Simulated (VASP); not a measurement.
## La3Hf: single point with PBE+D4

Crystal: La3Hf.

```
La Hf
1.0
     5.04513    0.00000    0.00000
     0.00000    5.04513    0.00000
     0.00000    0.00000    5.04513
La Hf
3 1
Direct
  0.00000 0.50000 0.50000
  0.50000 0.00000 0.50000
  0.50000 0.50000 0.00000
  0.00000 0.00000 0.00000
```

* Program: VASP 6.6.1
* Task: single point
* Functional: PBE
* Dispersion: D4
* Potentials or basis: VASP PAW PBE potentials, release 64 (La, Hf_pv)
* Cutoff: 520 eV
* k mesh: 2 × 2 × 2
* Occupations: fermi-dirac, width 0.05 eV
* Spin: no spin polarisation
* Dipole correction: no
* Further INCAR settings: ALGO = Normal; EDIFF = 1e-06; NBANDS = 30

| Quantity | Value |
| --- | --- |
| Pressure | 1.3 GPa |
| Dispersion energy per atom | -0.278 eV |

Levels at points of the mesh, in eV from the Fermi level:
| k point | band 17 | band 18 | band 19 | band 20 | band 21 | band 22 | band 23 | band 24 | band 25 | band 26 |
| --- | --- | --- | --- | --- | --- | --- | --- | --- | --- | --- |
| (0.00, 0.00, 0.00) | -2.86 | -2.15 | -2.15 | -1.73 | -1.73 | -1.73 | 1.26 | 1.26 | 1.26 | 1.66 |
| (0.50, 0.00, 0.00) | -1.92 | -1.43 | -0.89 | -0.79 | -0.63 | -0.02 | -0.02 | 0.28 | 0.28 | 0.46 |
| (0.50, 0.50, 0.00) | -0.66 | -0.66 | -0.63 | -0.46 | -0.03 | 0.04 | 0.04 | 0.11 | 0.15 | 0.15 |
| (0.50, 0.50, 0.50) | -1.84 | -1.84 | -1.84 | 0.77 | 0.77 | 0.92 | 0.92 | 0.92 | 1.34 | 1.41 |

Run time: 38 s on 1 thread of Intel(R) Xeon(R) Platinum 8375C CPU @ 2.90GHz (Ice Lake), on a shared host, peak memory 0.25 GiB.

Caveat: the k points lie up to 0.62 Å⁻¹ apart; spin-orbit coupling is left out, which moves the levels of the heavy elements; pairwise dispersion overbinds metals, which lowers pressure and volume.
